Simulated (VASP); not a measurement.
Set up this calculation in VASP 6.6.1, as the native input.

```yaml
Task: single point
Functional: PBE
Potentials_or_basis: VASP PAW PBE potentials, release 64 (Ca_sv)
Cutoff: 520 eV
k_mesh: 16 × 16 × 16
Occupations: gaussian, width 0.15 eV
Spin: no spin polarisation
Dipole_correction: no
Further_INCAR_settings: ALGO = Fast; EDIFF = 1e-06; NBANDS = 11
```

The structure of Ca lies in POSCAR:

```
Ca
1.0
   -2.1500747810      2.1500747810      2.1412119398
    2.1500747810     -2.1500747810      2.1412119398
    2.1500747810      2.1500747810     -2.1412119398
Ca
1
Direct
    0.5000000000      0.5000000000      0.0000000000
```

This cell differs from its parent crystal: strain -0.025 along x and y, -0.025 along z.

These files were run (other wordings do the same):

INCAR

```
SYSTEM = Ca
ALGO = Fast ; EDIFF = 1E-6
ENCUT = 520 ; GGA = PE
ISIF = 2 ; ISMEAR = 0
LASPH = .TRUE. ; LCHARG = .FALSE.
LREAL = .FALSE. ; LWAVE = .FALSE.
NBANDS = 11 ; NELM = 60
PREC = Accurate ; SIGMA = 0.15
```

KPOINTS

```
k-points
0
G
  16 16 16
  0 0 0
```

Potentials or basis: VASP PAW PBE potentials, release 64 (Ca_sv).

Run with:

```sh
$ cat potpaw_PBE.64/Ca_sv/POTCAR > POTCAR
$ mpirun -np 1 vasp_std > vasp.out
```

Results of the run:

```json
{
  "Pressure": "1.2 GPa",
  "Band gap on the k mesh": "zero (band 5 reaches 2.62 eV, above the bottom of band 6 at 2.23 eV)"
}
```

Caveat: the cell differs from its parent crystal (strain -0.025 along x and y, -0.025 along z).

Run time: 110 s on 1 thread of Intel(R) Xeon(R) Platinum 8375C CPU @ 2.90GHz (Ice Lake), with other jobs on the host, peak memory 0.27 GiB.
